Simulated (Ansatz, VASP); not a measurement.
FePt: VASP beside Ansatz

```
Pt Fe
1.0
     2.72350    0.00000    0.00000
     0.00000    2.72350    0.00000
     0.00000    0.00000    3.72000
Pt Fe
1 1
Direct
  0.50000 0.50000 0.50000
  0.00000 0.00000 0.00000
```

Alike in both runs: task single point; functional PBE; k mesh 10 × 10 × 7; occupations gaussian, width 0.021 eV; collinear spin.

|  | VASP | Ansatz |
| --- | --- | --- |
| version | VASP 6.6.1 | Ansatz 0.2.0 |
| potentials or method | VASP PAW PBE potentials, release 64 (Pt, Fe), cutoff 520 eV | all-electron LAPW, scalar-relativistic |

Ansatz gave:

| Item | Value |
| --- | --- |
| gap on the k mesh at the Fermi level (eV) | none |
| pressure (GPa) | 3.3 |
| traceless stress, the component that is largest in VASP (GPa) | 0.28 |
| net moment per atom (μB) | 1.64 |
| size of the moment on the site where the two differ most (μB) | 2.97 |

Task: Estimate VASP's values.

Result: gap on the k mesh at the Fermi level (eV): none; pressure (GPa): 2.8; traceless stress, the component that is largest in VASP (GPa): 0.37; net moment per atom (μB): 1.63; size of the moment on the site where the two differ most (μB): 2.91.

Site moments also hang on the region over which each program counts them. A gap of «none» marks a metal or a gap that the smearing closes. Ansatz ran all-electron here, and VASP with PAW potentials.

Neither program's run includes spin-orbit coupling.
